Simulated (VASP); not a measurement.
A run of VASP 6.6.1:

File INCAR:

```
SYSTEM = Pd4Pt
  ALGO = Fast
  EDIFF = 1E-6
  ENCUT = 520
  GGA = PE
  ISIF = 2
  ISMEAR = 0
  LASPH = .TRUE.
  LCHARG = .TRUE.
  LELF = .TRUE.
  LREAL = .FALSE.
  LVHAR = .TRUE.
  LWAVE = .FALSE.
  NBANDS = 33
  NELM = 100
  PREC = Accurate
  SIGMA = 0.2
```

Contents of KPOINTS:

```
k-points
0
G
  4 4 4
  0 0 0
```

Contents of POSCAR:

```
Pd4Pt
1.0
    4.6361566062      0.0000000000      0.0000000000
    0.0000000000      4.6361566062      0.0000000000
    0.0000000000      0.0000000000      4.6361566062
Pd Pt
4 1
Direct
    0.1995357537      0.1995357537      0.1995357537
    0.8004642463      0.8004642463      0.1995357537
    0.8004642463      0.1995357537      0.8004642463
    0.1995357537      0.8004642463      0.8004642463
    0.5000000000      0.5000000000      0.5000000000
```

Potentials or basis: VASP PAW PBE potentials, release 64 (Pd, Pt).

Command:

```console
$ cat potpaw_PBE.64/Pd/POTCAR potpaw_PBE.64/Pt/POTCAR > POTCAR
$ mpirun -np 1 vasp_std > vasp.out
```

Hardware: 1 thread of Intel Xeon 8259CL, on a shared host.

How long does it take, and how much memory?

It took 55 s on 1 thread of Intel Xeon 8259CL (shared host), peak memory 0.21 GiB. Counts: scf iterations 16, k points 10.
